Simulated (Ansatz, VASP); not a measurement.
## Al in VASP and in Ansatz

INCAR

```
PREC = Accurate
ENCUT = 520
EDIFF = 1E-7
ISMEAR = 0
SIGMA = 0.15
LREAL = False
LASPH = True
NELM = 60
ALGO = Normal
ISIF = 2
LWAVE = False
LCHARG = False
GGA = PE
IVDW = 12
NBANDS = 8
```

File KPOINTS:

```
regular mesh
0
Gamma
  22 22 22
```

File POSCAR:

```
Al
1.0
    0.0000000000      1.8569006535      2.1670030626
    1.8569006535      0.0000000000      2.1670030626
    1.8569006535      1.8569006535      0.0000000000
Al
1
Direct
    0.0000000000      0.0000000000      0.0000000000
```

Input for Ansatz:

```yaml
crystal:
  lattice:
    - [0.0, 1.8569006535, 2.1670030626]
    - [1.8569006535, 0.0, 2.1670030626]
    - [1.8569006535, 1.8569006535, 0.0]
  atoms:
    - { symbol: Al, position: [0.0, 0.0, 0.0] }
basis:
  ecutwfc: 420
kpoints:
  mp_grid: { grid: [22, 22, 22] }
hamiltonian:
  xc: pbe
  pseudopotentials: { kind: paw, azcp: { folder: soft_1 } }
  dispersion: d3bj
scf:
  occupations: { method: gaussian, width: 0.15 }
output:
  forces: true
  stress: true
  eigenvalues: true
```

Alike in both runs: task single point; functional PBE; dispersion D3(BJ); k mesh 22 × 22 × 22; occupations gaussian, width 0.15 eV; no spin polarisation.

```csv
,VASP,Ansatz
version,VASP 6.6.1,Ansatz 0.2.0
potentials or method,"VASP PAW PBE potentials, release 64 (Al), cutoff 520 eV","scalar-relativistic, plane waves, PAW"
valence electrons in the cell,3,3
```

|  | VASP | Ansatz | Ansatz less VASP |
| --- | --- | --- | --- |
| gap on the k mesh at the Fermi level (eV) | none | none | - |
| pressure (GPa) | 7.8 | 7.8 | -0.01 |
| traceless stress, the component that is largest in VASP (GPa) | -10.41 | -10.42 | -0.008 |

A gap of «none» marks a metal or a gap that the smearing closes.
